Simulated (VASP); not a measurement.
# Ta5W in VASP: single point with PBEsol

Aim: the single point of Ta5W with PBEsol.

Program: VASP 6.6.1. These are calculated values, not measurements. Logs are shortened: lines on timing, memory, paths and dates and some standing lists are left out, and cuts for length are marked.

**1. The cell of the first run**

The cell holds a slab with vacuum, 6 atoms: a = 3.281 Å, b = 3.281 Å, c = 25.561 Å, α = 90.00°, β = 90.00°, γ = 90.00°.

**2. Single point, PBEsol, collinear spin, ferromagnetic start**

Input file INCAR:

```
PREC = Accurate
ENCUT = 400
EDIFF = 1E-6
ISMEAR = 0
SIGMA = 0.1
LREAL = False
LASPH = True
NELM = 200
ALGO = Normal
ISIF = 2
LWAVE = False
LCHARG = False
ISPIN = 2
MAGMOM = 0 0 0 0 0 4
LORBIT = 11
LMAXMIX = 4
LDIPOL = True
IDIPOL = 3
DIPOL = 0.5 0.5 0.490
GGA = PS
NBANDS = 48
GGA_COMPAT = False
NELMDL = -8
```

Input file KPOINTS:

```
regular mesh
0
Gamma
  9 9 1
```

Input file POSCAR:

```
Ta5W
1.0
    3.2805195243      0.0000000000      0.0000000000
    0.0000000000      3.2805195243      0.0000000000
    0.0000000000      0.0000000000     25.5610390486
Ta W
5 1
Direct
    0.5000000000      0.5000000000      0.3325373427
    0.0000000000      0.0000000000      0.3967076512
    0.5000000000      0.5000000000      0.4583002638
    0.0000000000      0.0000000000      0.5244698661
    0.5000000000      0.5000000000      0.5897657750
    0.0000000000      0.0000000000      0.6404396093
```

Potentials or basis: VASP PAW PBE potentials, release 64 (Ta_pv, W_sv).

Started as:

```console
$ cat potpaw_PBE.64/Ta_pv/POTCAR potpaw_PBE.64/W_sv/POTCAR > POTCAR
$ mpirun -np 1 vasp_std > vasp.out
```

OUTCAR:

```text
PREC = Accurate
   ENCUT = 400
   EDIFF = 1E-6
   ISMEAR = 0
   LREAL = False
   LASPH = True
   NELM = 200
   ISIF = 2
   ISPIN = 2
   LORBIT = 11
   GGA = PS
   NELMDL = -8

 ion  position               nearest neighbor table
   1  0.500  0.500  0.333-   2 2.84   2 2.84   2 2.84   2 2.84   3 3.21
   2  0.000  0.000  0.397-   3 2.80   3 2.80   3 2.80   3 2.80   1 2.84   1 2.84   1 2.84   1 2.84
                             4 3.27
   3  0.500  0.500  0.458-   2 2.80   2 2.80   2 2.80   2 2.80   4 2.87   4 2.87   4 2.87   4 2.87
                             1 3.21   5 3.36
   4  0.000  0.000  0.524-   5 2.86   5 2.86   5 2.86   5 2.86   3 2.87   3 2.87   3 2.87   3 2.87
                             6 2.96   2 3.27
   5  0.500  0.500  0.590-   6 2.66   6 2.66   6 2.66   6 2.66   4 2.86   4 2.86   4 2.86   4 2.86
                             3 3.36
   6  0.000  0.000  0.640-   5 2.66   5 2.66   5 2.66   5 2.66   4 2.96

  LATTYP: Found a simple tetragonal cell.
 ALAT       =     3.2805195243
 C/A-ratio  =     7.7917655601

  Lattice vectors:

 A1 = (   3.2805195243,   0.0000000000,   0.0000000000)
 A2 = (   0.0000000000,   3.2805195243,   0.0000000000)
 A3 = (   0.0000000000,   0.0000000000,  25.5610390486)

Analysis of symmetry for initial positions (statically):
=====================================================================
 Subroutine PRICEL returns:
 Original cell was already a primitive cell.

 Routine SETGRP: Setting up the symmetry group for a
 simple tetragonal supercell.

 Subroutine GETGRP returns: Found  8 space group operations
 (whereof  8 operations were pure point group operations)
 out of a pool of 16 trial point group operations.

The static configuration has the point symmetry C_4v.

Analysis of symmetry for dynamics (positions and initial velocities):
=====================================================================
 Subroutine PRICEL returns:
 Original cell was already a primitive cell.

 Routine SETGRP: Setting up the symmetry group for a
 simple tetragonal supercell.

 Subroutine GETGRP returns: Found  8 space group operations
 (whereof  8 operations were pure point group operations)
 out of a pool of 16 trial point group operations.

The dynamic configuration has the point symmetry C_4v.

Analysis of structural, dynamic, and magnetic symmetry:
=====================================================================
 Subroutine PRICEL returns:
 Original cell was already a primitive cell.

 Routine SETGRP: Setting up the symmetry group for a
 simple tetragonal supercell.

 Subroutine GETGRP returns: Found  8 space group operations
 (whereof  8 operations were pure point group operations)
 out of a pool of 16 trial point group operations.

The overall configuration has the point symmetry C_4v.

 Subroutine INISYM returns: Found  8 space group operations
 (whereof  8 operations are pure point group operations),
 and found     1 'primitive' translations

----------------------------------------------------------------------------------------

                                     Primitive cell

  volume of cell :     275.0830

  direct lattice vectors                    reciprocal lattice vectors
     3.280519524  0.000000000  0.000000000     0.304829766  0.000000000  0.000000000
     0.000000000  3.280519524  0.000000000     0.000000000  0.304829766  0.000000000
     0.000000000  0.000000000 25.561039049     0.000000000  0.000000000  0.039122040

  length of vectors
     3.280519524  3.280519524 25.561039049     0.304829766  0.304829766  0.039122040

  position of ions in fractional coordinates (direct lattice)
     0.500000000  0.500000000  0.332537343
     0.000000000  0.000000000  0.396707651
     0.500000000  0.500000000  0.458300264
     0.000000000  0.000000000  0.524469866
     0.500000000  0.500000000  0.589765775
     0.000000000  0.000000000  0.640439609

  ion indices of the primitive-cell ions
   primitive index   ion index
                 1           1
                 2           2
                 3           3
                 4           4
                 5           5
                 6           6

----------------------------------------------------------------------------------------

 KPOINTS: regular mesh

Automatic generation of k-mesh.
 Grid dimensions read from file:
 generate k-points for:    9    9    1

 Generating k-lattice:

  Cartesian coordinates                     Fractional coordinates (reciprocal lattice)
     0.033869974  0.000000000  0.000000000     0.111111111  0.000000000  0.000000000
     0.000000000  0.033869974  0.000000000     0.000000000  0.111111111  0.000000000
     0.000000000  0.000000000  0.039122040     0.000000000  0.000000000  1.000000000

  Length of vectors
     0.033869974  0.033869974  0.039122040

  Shift w.r.t. Gamma in fractional coordinates (k-lattice)
     0.000000000  0.000000000  0.000000000

 Subroutine IBZKPT returns following result:
 ===========================================

 Found     15 irreducible k-points:

 Following reciprocal coordinates:
            Coordinates               Weight
  0.000000  0.000000  0.000000      1.000000
  0.111111  0.000000  0.000000      4.000000
  0.222222  0.000000  0.000000      4.000000
  0.333333  0.000000  0.000000      4.000000
  0.444444  0.000000  0.000000      4.000000
  0.111111  0.111111  0.000000      4.000000
  0.222222  0.111111  0.000000      8.000000
  0.333333  0.111111  0.000000      8.000000
  0.444444  0.111111  0.000000      8.000000
  0.222222  0.222222  0.000000      4.000000
  0.333333  0.222222  0.000000      8.000000
  0.444444  0.222222  0.000000      8.000000
  0.333333  0.333333  0.000000      4.000000
  0.444444  0.333333  0.000000      8.000000
  0.444444  0.444444  0.000000      4.000000
   k-points           NKPTS =     15   k-points in BZ     NKDIM =     15   number of bands    NBANDS=     48
   number of dos      NEDOS =    301   number of ions     NIONS =      6
   total plane-waves  NPLWV =  96768
   dimension x,y,z NGX =    24 NGY =   24 NGZ =  168
   dimension x,y,z NGXF=    48 NGYF=   48 NGZF=  336
   ions per type =               5   1
   NGX,Y,Z   is equivalent  to a cutoff of  12.16, 12.16, 10.93 a.u.
   NGXF,Y,Z  is equivalent  to a cutoff of  24.32, 24.32, 21.85 a.u.
 SYSTEM =  unknown system
   PREC   = accura    normal or accurate (medium, high low for compatibility)
   ISTART =      0    job   : 0-new  1-cont  2-samecut
   ICHARG =      2    charge: 1-file 2-atom 10-const
   ISPIN  =      2    spin polarized calculation?
   LNONCOLLINEAR =      F non collinear calculations
   LSORBIT =      F    spin-orbit coupling
   LASPH  =      T    aspherical Exc in radial PAW
   ENCUT  =  400.0 eV  29.40 Ry    5.42 a.u.   5.35  5.35 41.68*2*pi/ulx,y,z
   NELM   =    200;   NELMIN=  2; NELMDL= -8     # of ELM steps
   EDIFF  = 0.1E-05   stopping-criterion for ELM
   LREAL  =      F    real-space projection
   EDIFFG = 0.1E-04   stopping-criterion for IOM
   NSW    =      0    number of steps for IOM
   IBRION =     -1    ionic relax: 0-MD 1-quasi-New 2-CG
   NFREE  =      0    steps in history (QN), initial steepest desc. (CG)
   ISIF   =      2    stress and relaxation
   ISYM   =      2    0-nonsym 1-usesym 2-fastsym
   POTIM  = 0.5000    time-step for ionic-motion
   TEBEG  =    0.0;   TEEND  =   0.0 temperature during run
   PSTRESS=    0.0 pullay stress
   NELECT =      69.0000    total number of electrons
   NUPDOWN=      -1.0000    fix difference up-down
   EMIN   =  10.00;   EMAX   =-10.00  energy-range for DOS
   EFERMI =   0.00;   METHOD = LEGACY
   ISMEAR =     0;   SIGMA  =   0.10  broadening in eV -4-tet -1-fermi 0-gaus
   EFERMI_NEDOS =   21; number of points for ismear=-14 and -15
   IALGO  =     38    algorithm
   IMIX   =      4    mixing-type and parameters
     AMIX     =   0.40;   BMIX     =  1.00
     AMIX_MAG =   1.60;   BMIX_MAG =  1.00
  volume/ion in A,a.u.               =      45.85       309.39
  Fermi-wavevector in a.u.,A,eV,Ry     =   1.032452  1.951052 14.503232  1.065957
  Thomas-Fermi vector in A             =   2.166651
   LORBIT       =     11    0 simple, 1 ext, 2 COOP (PROOUT), +10 PAW based schemes
   GGA     = PS    functional components
   LHFCALC =     F    Hartree Fock is set to
   AEXX    =    0.0000 exact exchange contribution
   IVDW    =     0    specifies the selected vdW correction
   LEPSILON=     F    determine dielectric tensor
   LRPA    =     F    only Hartree local field effects (RPA)
 spin polarized calculation
 Gauss-broadening in eV      SIGMA  =   0.10
  energy-cutoff  :      400.00
  volume of cell :      275.08
 maximum number of plane-waves:      5045
 NGX is ok and might be reduce to    24
   NGX = 11   NGY = 11   NGZ = 83

 dipolmoment           0.000000      0.000000     -0.000163 electrons x Angstroem

 number of electron      69.0000025 magnetization       0.0004662

 number of electron      69.0000025 magnetization      -0.0008268

 dipolmoment           0.000000      0.000000      0.003031 electrons x Angstroem

 Free energy of the ion-electron system (eV)
  ---------------------------------------------------
  ext. energy  EPLUGINS =         0.00000000
  ---------------------------------------------------
  free energy    TOTEN  =       -71.99680036 eV

  energy without entropy =      -71.95430055  energy(sigma->0) =      -71.97555045

 E-fermi :   0.0821     XC(G=0):  -5.8159

 val. band max:        0.0708262026   @ k =   0.2222   0.2222   0.0000
 cond. band min:       0.1021635825   @ k =   0.4444   0.4444   0.0000
 fundamental gap:      0.0313373799
 Fermi energy:         0.0820785153

 spin component 1

 k-point     1 :       0.0000    0.0000    0.0000
  band No.  band energies     occupation
      1     -73.6674      1.00000
      2     -38.0051      1.00000
      3     -37.8148      1.00000
      4     -37.8148      1.00000
      5     -34.7484      1.00000
      6     -34.5773      1.00000
[... 38 lines left out ...]
     45       3.0485      0.00000
     46       3.3867      0.00000
[... 644 lines left out ...]
      5     -34.8050      1.00000
      6     -34.8047      1.00000
[... 38 lines left out ...]
     45       4.3991      0.00000
     46       4.4017      0.00000
 Fermi energy:         0.0820785153

 spin component 2

 k-point     1 :       0.0000    0.0000    0.0000
  band No.  band energies     occupation
      1     -73.6677      1.00000
      2     -38.0056      1.00000
      3     -37.8153      1.00000
      4     -37.8153      1.00000
      5     -34.7484      1.00000
      6     -34.5772      1.00000
[... 38 lines left out ...]
     45       3.0484      0.00000
     46       3.3867      0.00000
[... 644 lines left out ...]
      5     -34.8050      1.00000
      6     -34.8047      1.00000
[... 38 lines left out ...]
     45       4.3992      0.00000
     46       4.4017      0.00000
 [bands above 46 left out]

------------------------ aborting loop because EDIFF is reached ----------------------------------------

 vacuum level on the upper side and lower side of the slab       (xc-potential included)        -0.089        -0.219

  FORCE on cell =-STRESS in cart. coord.  units (eV):
  Direction    XX          YY          ZZ          XY          YZ          ZX
  --------------------------------------------------------------------------------------
  -------------------------------------------------------------------------------------
  Total       -4.0079261     -4.0079261     -1.9819716      0.0000000     -0.0000000      0.0000000
  in kB      -23.3435300    -23.3435300    -11.5436795      0.0000000     -0.0000000      0.0000000
  external PRESSURE =     -19.4102465 kB  Pullay stress =       0.0000000 kB

 VOLUME and BASIS-vectors are now :
 -----------------------------------------------------------------------------
  energy-cutoff  :      400.00
  volume of cell :      275.08
      direct lattice vectors                 reciprocal lattice vectors
     3.280519524  0.000000000  0.000000000     0.304829766  0.000000000  0.000000000
     0.000000000  3.280519524  0.000000000     0.000000000  0.304829766  0.000000000
     0.000000000  0.000000000 25.561039049     0.000000000  0.000000000  0.039122040

 POSITION                                       TOTAL-FORCE (eV/Angst)
 -----------------------------------------------------------------------------------
      1.64026      1.64026      8.50000         0.000000     -0.000000      1.248671
      0.00000      0.00000     10.14026         0.000000     -0.000000     -1.275441
      1.64026      1.64026     11.71463         0.000000      0.000000      0.016787
      0.00000      0.00000     13.40599         0.000000     -0.000000     -0.011751
      1.64026      1.64026     15.07503         0.000000      0.000000     -0.006085
      0.00000      0.00000     16.37030         0.000000     -0.000000      0.027819
 -----------------------------------------------------------------------------------
    total drift:                                0.000000      0.000000     -0.000976

  FREE ENERGIE OF THE ION-ELECTRON SYSTEM (eV)
  ---------------------------------------------------
  free  energy   TOTEN  =       -71.9968003554 eV

  energy  without entropy=      -71.9543005463  energy(sigma->0) =      -71.97555045

 vacuum level on the upper side and lower side of the slab         4.007         3.904

 total charge

# of ion       s       p       d       tot
------------------------------------------
    1        0.373   6.070   2.279   8.722
    2        0.381   6.179   2.433   8.993
    3        0.372   6.185   2.419   8.976
    4        0.370   6.193   2.360   8.923
    5        0.395   6.190   2.522   9.107
    6        2.442   6.142   3.441  12.025
--------------------------------------------------
tot          4.333  36.960  15.453  56.747

 magnetization (x)

# of ion       s       p       d       tot
------------------------------------------
    1        0.000   0.000   0.000   0.000
    2        0.000  -0.000   0.000   0.000
    3       -0.000  -0.000  -0.000  -0.000
    4       -0.000   0.000   0.000   0.000
    5       -0.000  -0.000  -0.000  -0.000
    6       -0.000  -0.000  -0.001  -0.001
--------------------------------------------------
tot         -0.000  -0.000  -0.001  -0.001
```

It took 8.1 min on 1 thread of Intel Xeon 6975P-C (Granite Rapids), shared host; peak memory 0.46 GiB.

Results:

| Quantity | Value |
| --- | --- |
| Free energy | -71.9968 eV |
| Largest force | 1.275 eV/Å |
| Net moment | 0.00 μB per cell |
| Valence electrons inside the program's atomic spheres | Ta 8.72, 8.99, 8.98, 8.92, 9.11; W 12.03 |

Forces in eV/Å, atoms in the order of the input:
```
Ta   0.000  0.000  1.249
Ta   0.000  0.000 -1.275
Ta   0.000  0.000  0.017
Ta   0.000  0.000 -0.012
Ta   0.000  0.000 -0.006
W    0.000  0.000  0.028
```

Caveat: the PAW data sets were made with another functional, which shifts forces and pressure a little; spin-orbit coupling is left out, which moves the levels of the heavy elements.
